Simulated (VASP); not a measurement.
A run of VASP 6.6.1 is set up as follows.

INCAR

```
PREC = Accurate
ENCUT = 520
EDIFF = 1E-7
ISMEAR = 0
SIGMA = 0.15
LREAL = False
LASPH = True
NELM = 60
ALGO = Fast
ISIF = 2
LWAVE = False
LCHARG = False
GGA = PE
NBANDS = 12
```

The input KPOINTS:

```
regular mesh
0
Gamma
  24 24 24
```

File POSCAR:

```
V
1.0
    0.0000000000      1.6554349807      2.4831524710
    1.6554349807      0.0000000000      2.4831524710
    1.6554349807      1.6554349807      0.0000000000
V
1
Direct
    0.0000000000      0.0000000000      0.0000000000
```

Potentials or basis: VASP PAW PBE potentials, release 64 (V_sv).

Launch:

```bash
$ cat potpaw_PBE.64/V_sv/POTCAR > POTCAR
$ mpirun -np 1 vasp_std > vasp.out
```

What does it give for the pressure?

3.1 GPa.

Stress tensor (GPa, compression positive):
```
 14.54   0.00   0.00
  0.00  14.54   0.00
  0.00   0.00 -19.88
```
